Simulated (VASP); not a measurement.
A run of VASP 6.6.1 is set up as follows.

Contents of INCAR:

```
SYSTEM = MgO
PREC     = Accurate       ! precision mode
ENCUT    = 600            ! plane-wave cutoff, eV
EDIFF    = 1E-6           ! SCF threshold, eV
ISMEAR   = -1             ! smearing method
SIGMA    = 0.1            ! smearing width, eV
LREAL    = .FALSE.        ! projectors in reciprocal space
LASPH    = .TRUE.         ! aspherical terms in the spheres
NELM     = 100            ! most SCF steps
ALGO     = Normal         ! electronic algorithm
ISIF     = 3              ! what is computed and relaxed
LWAVE    = .FALSE.        ! write WAVECAR
LCHARG   = .FALSE.        ! write CHGCAR
GGA      = PE             ! functional
IBRION   = 2              ! ionic algorithm
NSW      = 60             ! ionic steps
EDIFFG   = -0.005         ! ionic threshold
PSTRESS  = 1100.0
```

Contents of KPOINTS:

```
Automatic mesh
0
G
  11 11 7
  0 0 0
```

POSCAR

```
MgO
1.0
    2.7176141094      0.0000000000      0.0000000000
   -1.3588070547      2.3535228565      0.0000000000
    0.0000000000      0.0000000000      4.2123018696
Mg O
2 2
Direct
    0.0000000000      0.0000000000      0.0000000000
    0.0000000000      0.0000000000      0.5000000000
    0.3333333333      0.6666666667      0.2500000000
    0.6666666667      0.3333333333      0.7500000000
```

Potentials or basis: VASP PAW PBE potentials, release 64 (Mg, O).

Launch:

```console
$ cat potpaw_PBE.64/Mg/POTCAR potpaw_PBE.64/O/POTCAR > POTCAR
$ mpirun -np 1 vasp_std > vasp.out
```

Problem. Estimate the relaxed cell.

Solution. a = 2.609 Å, b = 2.609 Å, c = 4.614 Å, α = 90.00°, β = 90.00°, γ = 120.00°.

Problem. What does it give for the relaxed volume?

Solution. 6.80 Å³/atom.

Problem. Estimate the band gap on the k mesh.

Solution. 8.03 eV.

Stress tensor (GPa, compression positive):
```
110.08   0.00   0.00
  0.00 110.08   0.00
  0.00   0.00 109.89
```

Caveat: the cell is relaxed towards a set pressure, so the run minimises the enthalpy, not the energy; an odd mesh through Γ misses points on the zone boundary, where band edges can lie.
